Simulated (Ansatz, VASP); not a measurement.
# Two plane-wave programs on Fe

```xyz
1
Lattice="-1.1863 1.1863 1.9708 1.1863 -1.1863 1.9708 1.1863 1.1863 -1.9708" Properties=species:S:1:pos:R:3 pbc="T T T"
Fe    0.0000    0.0000    0.0000
```

Alike in both runs: functional PBEsol; k mesh 10 × 10 × 10; occupations gaussian, width 0.1 eV; collinear spin.

Ansatz relaxed the structure, and its values are those at the end. VASP's run is a single point on that final structure, the one shown.

|  | VASP | Ansatz |
| --- | --- | --- |
| version | VASP 6.6.1 | Ansatz 0.2.0 |
| potentials or method | VASP PAW PBE potentials, release 64 (Fe), cutoff 520 eV | scalar-relativistic, plane waves, PAW |
| valence electrons in the cell | 8 | 16 |

Ansatz gave:

| Item | Value |
| --- | --- |
| gap on the k mesh at the Fermi level (eV) | none |
| pressure (GPa) | 0.0 |
| net moment per atom (μB) | 2.22 |
| size of the moment on the site where the two differ most (μB) | 2.23 |

Task: What did VASP give for the same quantities?

Result: gap on the k mesh at the Fermi level (eV): none; pressure (GPa): 0.1; net moment per atom (μB): 2.24; size of the moment on the site where the two differ most (μB): 2.22.

VASP's potentials were made for PBE, not for PBEsol. Site moments also hang on the region over which each program counts them. A gap of «none» marks a metal or a gap that the smearing closes. The functional is the same, so the differences come from potentials, cutoffs and numerics. VASP's potentials hold 8 valence electrons a cell and Ansatz's 16, so a difference there can come from the potentials and not from the codes.

The k mesh is coarse, so the values compare programs but aren't converged.
